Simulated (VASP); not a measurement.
N: single point with PBE+D3(BJ)

Crystal: N.

```
N
1.0
     2.61474    0.00000    0.00000
    -1.30737    2.26443    0.00000
     0.00000    0.00000    2.48603
N
2
Direct
  0.66667 0.33333 0.25000
  0.33333 0.66667 0.75000
```

```
Program                : VASP 6.6.1
Task                   : single point
Functional             : PBE
Dispersion             : D3(BJ)
Potentials or basis    : VASP PAW PBE potentials, release 64 (N)
Cutoff                 : 520 eV
k mesh                 : 18 × 18 × 16
Occupations            : fermi-dirac, width 0.15 eV
Spin                   : no spin polarisation
Dipole correction      : no
Further INCAR settings : ALGO = Normal; EDIFF = 1e-07; NBANDS = 12
```

```json
{
  "Pressure": "-0.1 GPa",
  "Band gap on the k mesh": "zero (band 5 reaches 6.56 eV, above the bottom of band 6 at 2.47 eV)",
  "Dispersion energy per atom": "-0.160 eV"
}
```

Stress tensor (GPa, compression positive):
```
-0.10  0.00  0.00
 0.00 -0.10  0.00
 0.00  0.00  0.00
```

Levels at points of the mesh, in eV from the Fermi level:
```
           k point  band 2  band 3  band 4  band 5  band 6  band 7  band 8  band 9
(0.00, 0.00, 0.00)   -6.36   -4.00   -2.28   -2.28    2.58    2.58    5.54   14.64
(0.50, 0.00, 0.00)  -13.84   -4.62   -2.40   -1.11    1.74    2.57    4.68   13.63
(0.00, 0.00, 0.50)  -16.13    0.49    0.49    0.49    0.49    1.41    1.41   20.67
(0.50, 0.00, 0.50)  -12.97   -7.75   -7.75   -0.66   -0.66    3.69    3.69   18.54
```

It took 31 s on 1 thread of AMD EPYC 7R13 Processor (Zen 3), on a shared host, peak memory 0.13 GiB.

Caveat: pairwise dispersion overbinds metals, which lowers pressure and volume.
